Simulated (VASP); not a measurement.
Runs of VASP 6.6.1 on HgTe. The structure is cubic, space group Pm-3m (No. 221). The conventional cell has a = 3.790 Å, b = 3.790 Å, c = 3.790 Å, α = 90.00°, β = 90.00°, γ = 90.00°. Within 4.3 Å of Hg (site symmetry m-3m) lie 8 Te at 3.28 Å and 6 Hg at 3.79 Å. Within 4.3 Å of Te (site symmetry m-3m) lie 8 Hg at 3.28 Å and 6 Te at 3.79 Å. 

```tsv
level	spin	smearing	grid for exact exchange (PRECFOCK)	share of exact exchange	screening parameter	gap on the mesh (eV)	pressure (GPa)
PBE-based screened hybrid	off	fermi-dirac 0.02 eV	Normal	1	0.3 1/Å	none	(a)
PBE-based global hybrid	off	fermi-dirac 0.02 eV	Normal	0.2	-	none	-1.1
r2SCAN	off	methfessel-paxton 0.2 eV	-	-	-	none	0.3
r2SCAN	off	methfessel-paxton 0.5 eV	-	-	-	none	0.3
r2SCAN	off	fermi-dirac 0.02 eV	-	-	-	none	0.2
r2SCAN	collinear, zero start	fermi-dirac 0.02 eV	-	-	-	none	0.2
PBE-based global hybrid	off	fermi-dirac 0.02 eV	Normal	0.05	-	none	0.3
```

Alike in all rows: task single point; potentials or basis VASP PAW PBE potentials, release 64 (Hg, Te); cell as given; k mesh 4 × 4 × 4; cutoff (eV) 520.

Question: Fill in the values left out.

Answer: (a) -12.4.

Caveats: all runs use coarse meshes; the PAW data sets were made with another functional, which shifts forces and pressure a little; spin-orbit coupling is left out, which moves the levels of the heavy elements.

A k mesh can miss the band edges, and the runs leave out spin-orbit coupling on Hg, Te.

A gap of «none» marks levels without a gap at the run's occupations.
